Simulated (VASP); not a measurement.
**AlNi (WC type): single point with PBE**

The system is AlNi (WC type).

```
CELL_PARAMETERS angstrom
2.62979 0.00000 0.00000
-1.31490 2.27747 0.00000
0.00000 0.00000 3.71280
ATOMIC_POSITIONS crystal
Ni 0.00000 0.00000 0.00000
Al 0.33333 0.66667 0.50000
```

```
Program                : VASP 6.6.1
Task                   : single point
Functional             : PBE
Potentials or basis    : VASP PAW PBE potentials, release 64 (Ni, Al)
Cutoff                 : 520 eV
k mesh                 : 15 × 15 × 13
Occupations            : fermi-dirac, width 0.05 eV
Spin                   : no spin polarisation
Dipole correction      : no
Further INCAR settings : ALGO = Normal; EDIFF = 1e-06; NBANDS = 14
```

```json
{
 "Pressure": "22.9 GPa"
}
```

Stress tensor (GPa, compression positive):
```
22.97  0.00  0.00
 0.00 22.97  0.00
 0.00  0.00 22.81
```

Levels at points of the mesh, in eV from the Fermi level:
| k point | band 3 | band 4 | band 5 | band 6 | band 7 | band 8 | band 9 | band 10 | band 11 | band 12 |
| --- | --- | --- | --- | --- | --- | --- | --- | --- | --- | --- |
| (0.00, 0.00, 0.00) | -2.01 | -2.01 | -1.79 | -1.51 | -1.51 | 3.16 | 13.70 | 13.70 | 16.22 | 16.22 |

Run time: 21 s on 1 thread of Intel(R) Xeon(R) 6975P-C (Granite Rapids), on a shared host, peak memory 0.18 GiB.

Spin polarisation is off, so any magnetic state and its effect on volume and gap are missing.
